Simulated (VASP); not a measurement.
# HCClF4 in VASP: notebook

HCClF4 is run at these levels: PBE+D3(BJ); tasks: single point.

Everything below comes from runs of VASP 6.6.1. Logs are shortened: lines on timing, memory, paths and dates and some standing lists are left out, and cuts for length are marked.

### Step 1. The cell of the first run

The cell holds an amorphous packing of atoms, 21 atoms: a = 7.265 Å, b = 7.265 Å, c = 7.265 Å, α = 90.00°, β = 90.00°, γ = 90.00°.

### Step 2. Single point, PBE+D3(BJ)

INCAR

```
SYSTEM = HCClF4
ALGO = Normal
EDIFF = 1E-6
ENCUT = 910
GGA = PE
GGA_COMPAT = .False.
ISIF = 2
ISMEAR = -1
IVDW = 12
LASPH = .True.
LCHARG = .True.
LELF = .True.
LREAL = Auto
LVHAR = .True.
LWAVE = .False.
NBANDS = 76
NELM = 120
PREC = Accurate
SIGMA = 0.02
```

KPOINTS

```
k-points
0
Gamma
  1 1 1
  0 0 0
```

POSCAR

```
HCClF4
1.0
    7.2646950000      0.0000000000      0.0000000000
    0.0000000000      7.2646950000      0.0000000000
    0.0000000000      0.0000000000      7.2646950000
C F Cl H
3 12 3 3
Direct
    0.5339259346      0.5637526155      0.6980733577
    0.8690313752      0.0457119128      0.3411062227
    0.0757516203      0.5688917318      0.2079002334
    0.6853478245      0.6637133325      0.7250474323
    0.4913479975      0.4734878569      0.8529701903
    0.3945949175      0.6730287002      0.6504347403
    0.5643120534      0.4404496076      0.5644515682
    1.0373386635      0.1236107262      0.3603229337
    0.8598724438     -0.0294585210      0.1742965781
    0.8488263244     -0.0809868093      0.4726450245
    0.7392582518      0.1736129204      0.3590290597
    0.1474796633      0.7024488773      0.3109159970
   -0.0683842051      0.4962803507      0.2939543826
    0.0254114237      0.6355018249      0.0447933034
    0.2028350510      0.4360815755      0.1818802252
    0.3679563384      0.0474160289      0.9733911954
    0.0504834634      0.3466455204      0.7424965080
    0.5718798717      0.7092458899      0.2060247275
    0.2737566729      0.1807427662      0.8998588952
    0.0760758834      0.2340957209      0.6071016159
    0.4777583308      0.5582006716      0.2038071088
```

Potentials or basis: VASP PAW PBE potentials, release 64 (C_h, F_h, Cl, H_h).

Run with:

```bash
> cat potpaw_PBE.64/C_h/POTCAR potpaw_PBE.64/F_h/POTCAR potpaw_PBE.64/Cl/POTCAR potpaw_PBE.64/H_h/POTCAR > POTCAR
> mpirun -np 1 vasp_gam > vasp.out
```

OUTCAR:

```text
SYSTEM = HCClF4
   EDIFF = 1E-6
   ENCUT = 910
   GGA = PE
   ISIF = 2
   ISMEAR = -1
   IVDW = 12
   LASPH = .True.
   LREAL = Auto
   NELM = 120
   PREC = Accurate
 IVDW          = 12

 ion  position               nearest neighbor table
   1  0.534  0.564  0.698-   6 1.33   4 1.33   5 1.34   7 1.34
   2  0.869  0.046  0.341-  11 1.33   9 1.33  10 1.33   8 1.35
   3  0.076  0.569  0.208-  13 1.33  14 1.33  12 1.33  15 1.35
   4  0.685  0.664  0.725-   1 1.33
   5  0.491  0.473  0.853-   1 1.34
   6  0.395  0.673  0.650-   1 1.33
   7  0.564  0.440  0.564-   1 1.34
   8  0.037  0.124  0.360-   2 1.35
   9  0.860  0.971  0.174-   2 1.33
[... 10 lines left out ...]
  20  0.076  0.234  0.607-  17 1.29
  21  0.478  0.558  0.204-  18 1.29

  LATTYP: Found a simple cubic cell.
 ALAT       =     7.2646950000

  Lattice vectors:

 A1 = (   7.2646950000,   0.0000000000,   0.0000000000)
 A2 = (   0.0000000000,   7.2646950000,   0.0000000000)
 A3 = (   0.0000000000,   0.0000000000,   7.2646950000)

Analysis of symmetry for initial positions (statically):
=====================================================================
 Subroutine PRICEL returns:
 Original cell was already a primitive cell.

 Routine SETGRP: Setting up the symmetry group for a
 simple cubic supercell.

 Subroutine GETGRP returns: Found  1 space group operations
 (whereof  1 operations were pure point group operations)
 out of a pool of 48 trial point group operations.

The static configuration has the point symmetry C_1 .

Analysis of symmetry for dynamics (positions and initial velocities):
=====================================================================
 Subroutine PRICEL returns:
 Original cell was already a primitive cell.

 Routine SETGRP: Setting up the symmetry group for a
 simple cubic supercell.

 Subroutine GETGRP returns: Found  1 space group operations
 (whereof  1 operations were pure point group operations)
 out of a pool of 48 trial point group operations.

The dynamic configuration has the point symmetry C_1 .

 Subroutine INISYM returns: Found  1 space group operations
 (whereof  1 operations are pure point group operations),
 and found     1 'primitive' translations

----------------------------------------------------------------------------------------
[... 109 lines left out ...]
   EDIFFG = 0.1E-04   stopping-criterion for IOM
   NSW    =      0    number of steps for IOM
   IBRION =     -1    ionic relax: 0-MD 1-quasi-New 2-CG
   NFREE  =      0    steps in history (QN), initial steepest desc. (CG)
   ISIF   =      2    stress and relaxation
   ISYM   =      2    0-nonsym 1-usesym 2-fastsym
   POTIM  = 0.5000    time-step for ionic-motion
   TEBEG  =    0.0;   TEEND  =   0.0 temperature during run
   PSTRESS=    0.0 pullay stress
   NELECT =     120.0000    total number of electrons
   NUPDOWN=      -1.0000    fix difference up-down
   EMIN   =  10.00;   EMAX   =-10.00  energy-range for DOS
   EFERMI =   0.00;   METHOD = LEGACY
   ISMEAR =    -1;   SIGMA  =   0.02  broadening in eV -4-tet -1-fermi 0-gaus
   EFERMI_NEDOS =   21; number of points for ismear=-14 and -15
   IALGO  =     38    algorithm
   IMIX   =      4    mixing-type and parameters
     AMIX     =   0.40;   BMIX     =  1.00
     AMIX_MAG =   1.60;   BMIX_MAG =  1.00
  volume/ion in A,a.u.               =      18.26       123.21
  Fermi-wavevector in a.u.,A,eV,Ry     =   1.111521  2.100471 16.809726  1.235480
  Thomas-Fermi vector in A             =   2.248086
   LORBIT       =      0    0 simple, 1 ext, 2 COOP (PROOUT), +10 PAW based schemes
   GGA     = PE    functional components
   LHFCALC =     F    Hartree Fock is set to
   AEXX    =    0.0000 exact exchange contribution
   IVDW    =    12    specifies the selected vdW correction
   LEPSILON=     F    determine dielectric tensor
   LRPA    =     F    only Hartree local field effects (RPA)
 non-spin polarized calculation
  energy-cutoff  :      910.00
  volume of cell :      383.40
 maximum number of plane-waves:     11924
 NGX is ok and might be reduce to    70
   NGX = 35   NGY = 35   NGZ = 35

 number of electron     119.9999996 magnetization

 Free energy of the ion-electron system (eV)
  ---------------------------------------------------
  ext. energy  EPLUGINS =         0.00000000
  ---------------------------------------------------
  free energy    TOTEN  =       -95.91987139 eV

  energy without entropy =      -95.91987139  energy(sigma->0) =      -95.91987139

 E-fermi :  -2.4032     XC(G=0):  -6.8376

 val. band max:       -2.9293446788   @ k =   0.0000   0.0000   0.0000
 cond. band min:       3.0369197753   @ k =   0.0000   0.0000   0.0000
 fundamental gap:      5.9662644541
 Fermi energy:        -2.4032030150

 k-point     1 :       0.0000    0.0000    0.0000
  band No.  band energies     occupation
      1     -30.2291      2.00000
      2     -30.1605      2.00000
      3     -29.8546      2.00000
      4     -27.3699      2.00000
      5     -27.3348      2.00000
      6     -27.2898      2.00000
[... 64 lines left out ...]
     71       6.9573      0.00000
     72       7.0836      0.00000
 [bands above 72 left out]

------------------------ aborting loop because EDIFF is reached ----------------------------------------

 Edisp (eV)   -0.89159

 E8    (eV) :    -0.2299

  FORCE on cell =-STRESS in cart. coord.  units (eV):
  Direction    XX          YY          ZZ          XY          YZ          ZX
  --------------------------------------------------------------------------------------
  -------------------------------------------------------------------------------------
  Total       1.40299     1.39808     0.57776     0.25201     0.29364     0.19528
  in kB       5.86292     5.84241     2.41440     1.05312     1.22709     0.81605
  external pressure =        4.71 kB  Pullay stress =        0.00 kB

 VOLUME and BASIS-vectors are now :
 -----------------------------------------------------------------------------
  energy-cutoff  :      910.00
  volume of cell :      383.40
      direct lattice vectors                 reciprocal lattice vectors
     7.264695000  0.000000000  0.000000000     0.137652028  0.000000000  0.000000000
     0.000000000  7.264695000  0.000000000     0.000000000  0.137652028  0.000000000
     0.000000000  0.000000000  7.264695000     0.000000000  0.000000000  0.137652028

 POSITION                                       TOTAL-FORCE (eV/Angst)
 -----------------------------------------------------------------------------------
      3.87881      4.09549      5.07129         0.045884      0.021541      0.011472
      6.31325      0.33208      2.47803         0.095317     -0.007577      0.048373
      0.55031      4.13282      1.51033        -0.035541      0.051154      0.031588
      4.97884      4.82167      5.26725         0.045047      0.012572      0.014945
      3.56949      3.43974      6.19657        -0.009682     -0.047269      0.033536
      2.86661      4.88935      4.72521        -0.055177      0.048781      0.001113
[... 13 lines left out ...]
      0.55267      1.70063      4.41041        -0.021533      0.093703      0.104006
      3.47077      4.05516      1.48060         0.163310      0.207662      0.018454
 -----------------------------------------------------------------------------------
    total drift:                               -0.012434     -0.019763      0.019940

  FREE ENERGIE OF THE ION-ELECTRON SYSTEM (eV)
  ---------------------------------------------------
  free  energy   TOTEN  =       -96.8114661353 eV

  energy  without entropy=      -96.8114661353  energy(sigma->0) =      -96.81146614
```

stdout:

```text
POSCAR found type information on POSCAR C F ClH
 POSCAR found :  4 types and      21 ions
 scaLAPACK will be used
 LDA part: xc-table for (Slater+PW92), standard interpolation
 POSCAR, INCAR and KPOINTS ok, starting setup
 FFT: planning ... GRIDC
 FFT: planning ... GRID_SOFT
 FFT: planning ... GRID
 WAVECAR not read
 entering main loop
```

It took 62 s on 1 thread of Intel Xeon 6975P-C (Granite Rapids), shared host; peak memory 0.7 GiB.

Results:

- Free energy: -96.8115 eV
- Pressure: 0.5 GPa
- Largest force: 0.348 eV/Å
- Band gap on the k mesh: 5.97 eV
- Dispersion energy per atom: -0.042 eV

Forces in eV/Å, atoms in the order of the input:
```
C    0.046  0.022  0.011
C    0.095 -0.008  0.048
C   -0.036  0.051  0.032
F    0.045  0.013  0.015
F   -0.010 -0.047  0.034
F   -0.055  0.049  0.001
F   -0.023 -0.056 -0.046
F   -0.015 -0.031 -0.003
F    0.021  0.062  0.062
F   -0.014  0.010 -0.129
F   -0.014  0.003 -0.017
F    0.026  0.028  0.041
F   -0.055 -0.040  0.021
F   -0.015  0.031 -0.065
F    0.116 -0.032  0.013
Cl  -0.061  0.087 -0.036
Cl   0.001 -0.069 -0.088
Cl  -0.224 -0.262 -0.053
H    0.031 -0.112  0.037
H   -0.022  0.094  0.104
H    0.163  0.208  0.018
```

Levels at points of the mesh, in eV from the valence-band top:
```tsv
k point	band 58	band 59	band 60	band 61	band 62	band 63
(0.00, 0.00, 0.00)	-0.19	-0.06	0.00	5.97	7.25	7.66
```

Caveat: the k points lie up to 0.86 Å⁻¹ apart; the cutoff is under 1.25 times the usual one of these potentials, so pressure, stress and relaxed cells hold a basis-set (Pulay) error.

### Step 3. Single point, PBE+D3(BJ)

This run uses another cell than the first one, of 13.01 Å³/atom, 0.713 times its volume.

INCAR

```
  PREC = Accurate
  ENCUT = 910
  EDIFF = 1E-6
  ISMEAR = -1
  SIGMA = 0.02
  LREAL = Auto
  LASPH = T
  NELM = 120
  ALGO = Normal
  ISIF = 2
  LWAVE = F
  LCHARG = F
  GGA = PE
  IVDW = 12
  NBANDS = 76
  GGA_COMPAT = F
```

KPOINTS

```
Automatic mesh
0
Gamma
  1 1 1
```

POSCAR

```
HCClF4
1.0
    6.4461480000      0.0000000000      0.0000000000
    0.0000000000      6.5975660000      0.0000000000
    0.0000000000      0.0000000000      6.4233800000
C F Cl H
3 12 3 3
Direct
    0.4505946807      0.5861707181      0.6703635781
    0.9054865014      0.0689951415      0.3598261352
    0.1120669274      0.6036923314      0.1891683195
    0.6438263596      0.5039434240      0.7271249716
    0.3392413578      0.5663149107      0.8424225252
    0.4671782280      0.7871539292      0.6224915854
    0.3583845732      0.4851940852      0.5106968605
    1.0422813749      0.2070157388      0.4252122714
    0.9037335165     -0.0064872409      0.1562884338
    0.8839232360     -0.1319122840      0.4638212281
    0.7211748784      0.1564213227      0.3965202121
    0.2019190375      0.7440168086      0.3022863352
   -0.0569642521      0.5353792596      0.2816741342
    0.0513950347      0.6744153829     -0.0028333992
    0.2455575019      0.4450429143      0.1419657563
    0.4932403041      0.1010372613      0.9710931005
   -0.0039558508      0.2489099768      0.8335486924
    0.6194707289      0.7203414108      0.2019186161
    0.3412735792      0.0502912741      1.0888037139
   -0.1060012895      0.0929130531      0.9131329612
    0.5592021778      0.5448676072      0.2405275727
```

Potentials or basis: VASP PAW PBE potentials, release 64 (C_h, F_h, Cl, H_h).

Run with:

```bash
> cat potpaw_PBE.64/C_h/POTCAR potpaw_PBE.64/F_h/POTCAR potpaw_PBE.64/Cl/POTCAR potpaw_PBE.64/H_h/POTCAR > POTCAR
> mpirun -np 1 vasp_gam > vasp.out
```

It took 72 s on 1 thread of AMD EPYC 7R43 (Zen 3), shared host; peak memory 0.53 GiB.

The run converged. Its results:

```yaml
Free_energy: -92.2559 eV
Pressure: 3.6 GPa
Largest_force: 4.260 eV/Å
Band_gap_on_the_k_mesh: 4.86 eV
Dispersion_energy_per_atom: -0.062 eV
```

Forces on the atoms (eV/Å):
```
C    1.143  0.290  1.261
C   -3.280 -2.287  1.029
C   -0.488 -1.137 -2.435
F   -1.604  0.932 -1.736
F    0.466  0.217 -1.846
F    0.054 -1.617  0.260
F    1.170 -0.016  1.398
F    0.426 -2.862 -1.658
F    1.478  1.834  2.131
F    1.742  3.850  0.542
F    0.255 -0.159 -0.370
F   -0.046  0.218 -0.482
F    1.290 -0.787  0.474
F   -0.027  0.504  1.468
F   -1.046  0.800  1.873
Cl  -0.243  0.341 -0.224
Cl  -0.665 -0.646  0.253
Cl  -0.968  0.658 -1.154
H    0.087 -0.056 -0.075
H    0.553  1.058 -0.836
H   -0.298 -1.133  0.128
```

Stress tensor (GPa, compression positive):
```
 6.08 -1.30 -1.64
-1.30 -0.32 -1.76
-1.64 -1.76  5.04
```

Levels at points of the mesh, in eV from the valence-band top:
```tsv
k point	band 58	band 59	band 60	band 61	band 62	band 63
(0.00, 0.00, 0.00)	-0.54	-0.53	0.00	4.86	6.00	6.56
```

Caveat: the k points lie up to 0.98 Å⁻¹ apart; the cutoff is under 1.25 times the usual one of these potentials, so pressure, stress and relaxed cells hold a basis-set (Pulay) error.

[end of part 1 of 2]
